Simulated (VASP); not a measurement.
Input of a VASP 6.6.1 run:

File POSCAR:

```
Pb
1.0
    3.4800006906      0.0000000000      0.0000000000
   -1.7400003453      3.0137690032      0.0000000000
    0.0000000000      0.0000000000      5.8695000000
Pb
2
Direct
    0.3333333333      0.6666666667      0.2500000000
    0.6666666667      0.3333333333      0.7500000000
```

The input INCAR.step1:

```
SYSTEM = Pb
PREC = Accurate
ENCUT = 520
ISMEAR = 0
SIGMA = 0.15
LREAL = .FALSE.
LASPH = .TRUE.
NELM = 60
NBANDS = 21
GGA = PE
ALGO = Normal
EDIFF = 1E-4
LWAVE = .TRUE.
LCHARG = .FALSE.
```

INCAR.step2

```
SYSTEM = Pb
PREC = Accurate
ENCUT = 520
EDIFF = 1E-6
ISMEAR = 0
SIGMA = 0.15
LREAL = .FALSE.
LASPH = .TRUE.
NELM = 60
ALGO = Normal
ISIF = 2
LWAVE = .FALSE.
LCHARG = .TRUE.
METAGGA = R2SCAN
LMIXTAU = .TRUE.
LELF = .TRUE.
LVHAR = .TRUE.
NBANDS = 21
ISTART = 1
```

File KPOINTS:

```
Automatic mesh
0
G
  18 18 10
  0 0 0
```

Potentials or basis: VASP PAW PBE potentials, release 64 (Pb_d).

Command:

```console
$ cat potpaw_PBE.64/Pb_d/POTCAR > POTCAR
$ cp INCAR.step1 INCAR
$ mpirun -np 1 vasp_std > vasp.out
$ cp INCAR.step2 INCAR
$ mpirun -np 1 vasp_std > vasp.out
```

Estimate the band gap on the k mesh.

zero (bands 14 and 15 overlap by 8.18 eV).

What does it give for the pressure?

0.3 GPa.

Stress tensor (GPa, compression positive):
```
 0.45  0.00  0.00
 0.00  0.45  0.00
 0.00  0.00 -0.11
```

Caveat: the cell differs from its parent crystal (strain +0.000 along x and y, +0.050 along z); the PAW data sets were made with another functional, which shifts forces and pressure a little; spin-orbit coupling is left out, which moves the levels of the heavy elements.
